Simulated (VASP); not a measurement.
Here is a VASP 6.6.1 calculation.

File INCAR:

```
PREC = Accurate
ENCUT = 520
EDIFF = 1E-6
ISMEAR = -1
SIGMA = 0.05
LREAL = Auto
LASPH = T
NELM = 80
ALGO = Normal
ISIF = 2
LWAVE = F
LCHARG = T
GGA = PE
LELF = T
LVHAR = T
NBANDS = 67
```

File KPOINTS:

```
regular mesh
0
Gamma
  2 2 1
```

The input POSCAR:

```
Mg13O12
1.0
    5.4461360000      0.0000000000      0.0000000000
    2.7230680000      4.7164920000      0.0000000000
    0.0000000000      0.0000000000     17.5584400000
Mg O
13 12
Direct
    0.0000000000      0.0000000000      0.0569526678
   -0.0000013665      0.4999902470      0.0569526678
    0.5000058757      0.0000000000      0.0569526678
    0.5000045093      0.4999902470      0.0569526678
    0.6204149450      0.7316878731      0.2055250922
    0.6554198395      0.2320156591      0.2079284948
    0.1356835124      0.7096587888      0.2037083021
    0.1732056677      0.1881695124      0.1904212447
    0.3044596888      0.3559849142      0.3517396762
    0.3206420924      0.8499749390      0.3543481084
    0.8089614356      0.3519140921      0.3418982552
    0.7999026809      0.8656857682      0.3639503282
    0.4850037498      0.5305426151      0.4769102494
    0.3333340262      0.8333312131      0.1202669485
    0.3333353927      0.3333409661      0.1202669485
    0.8333399019      0.8333312131      0.1202669485
    0.8333229067      0.3333409661      0.1202669485
   -0.0280736849      0.5291432700      0.2662821982
    0.9860887424      0.0341991463      0.2692038700
    0.4669315017      0.5462322421      0.2717496543
    0.4852266103      0.0369766343      0.2749674800
    0.6468572591      0.1892084202      0.4232038837
    0.6521015067      0.6801029240      0.4221616499
    0.0830559804      0.2197395861      0.4212105403
    0.1536788511      0.6746963633      0.4233975228
```

Potentials or basis: VASP PAW PBE potentials, release 64 (Mg, O).

Run with:

```console
$ cat potpaw_PBE.64/Mg/POTCAR potpaw_PBE.64/O/POTCAR > POTCAR
$ mpirun -np 1 vasp_std > vasp.out
```

**Question.** What does it give for the band gap on the k mesh?

**Answer.** Zero (band 49 reaches 0.57 eV, above the bottom of band 50 at 0.34 eV).

**Question.** What does it give for the largest force?

**Answer.** 3.086 eV/Å.

Forces on the atoms (eV/Å):
```
Mg  -0.280  0.013 -1.524
Mg  -0.103  0.278 -1.485
Mg   0.361 -0.065 -1.686
Mg   0.046 -0.071 -1.405
Mg   1.685 -1.715 -0.049
Mg  -1.074 -1.743 -0.864
Mg  -0.707 -0.625  0.098
Mg  -1.468  0.954  2.542
Mg  -0.752  0.095 -0.022
Mg  -0.834  1.394 -0.227
Mg   0.300  0.659  0.313
Mg   1.051 -1.115 -0.311
Mg  -0.437 -1.048  1.995
O   -0.023  0.362  2.010
O    0.833  0.498  1.317
O   -0.182  0.410  1.497
O   -0.084  0.309  1.337
O    0.279 -0.175  0.171
O    0.274 -0.217  0.084
O   -0.006  0.091  0.331
O   -0.084  0.606 -0.085
O   -0.402  0.638 -0.863
O    0.417  0.858 -1.596
O    1.652 -1.241 -0.256
O   -0.462  0.851 -1.322
```

Caveat: the k points lie up to 0.67 Å⁻¹ apart.
